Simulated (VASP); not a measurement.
# Be: single point with PBE

The system is Be.

```
Be
1.0
     2.29950    0.00000    0.00000
    -1.14975    1.99143    0.00000
     0.00000    0.00000    3.60090
Be
2
Direct
  0.18269 0.36538 0.16669
  0.66667 0.33333 0.75000
```

This cell differs from its parent crystal: atom 1 (Be) moved by (-0.600, -0.300) A along y and z.

```yaml
Program: VASP 6.6.1
Task: single point
Functional: PBE
Potentials_or_basis: VASP PAW PBE potentials, release 64 (Be)
Cutoff: 520 eV
k_mesh: 24 × 24 × 14
Occupations: gaussian, width 0.15 eV
Spin: no spin polarisation
Dipole_correction: no
Further_INCAR_settings: ALGO = Fast; EDIFF = 1e-07; NBANDS = 9
```

```yaml
Pressure: 6.7 GPa
Largest_force: 2.933 eV/Å
Band_gap_on_the_k_mesh: zero (band 2 reaches 7.95 eV, above the bottom of band 3 at 5.62 eV)
```

Forces in eV/Å, atoms in the order of the input:
```
Be   0.000  0.251  2.922
Be   0.000 -0.251 -2.922
```

Stress tensor (GPa, compression positive):
```
 14.14   0.00   0.00
  0.00 -13.64   2.27
  0.00   2.27  19.53
```

Levels at points of the mesh, in eV from the Fermi level:
```
           k point  band 1  band 2  band 3  band 4  band 5
(0.00, 0.00, 0.00)  -11.07   -3.93    0.75   13.78   15.81
(0.50, 0.00, 0.00)   -4.34   -4.16    4.69    4.90    8.66
(0.00, 0.50, 0.00)   -5.53   -1.33    2.63    4.08    8.55
(0.00, 0.00, 0.50)   -9.48   -8.23    8.29   13.16   14.88
(0.50, 0.00, 0.50)   -3.92   -3.84    2.14    2.19   10.80
(0.00, 0.50, 0.50)   -3.84   -1.31   -0.37    0.48    9.86
```

Wall time 3.9 min on 1 thread of AMD EPYC 7R43 64-Core Processor (Zen 3), with other jobs on the host, peak memory 0.32 GiB.

Caveat: the cell differs from its parent crystal (atom 1 (Be) moved by (-0.600, -0.300) A along y and z); forces of over 1 eV/Å act on the atoms, so gaps and moduli don't describe the material at rest.
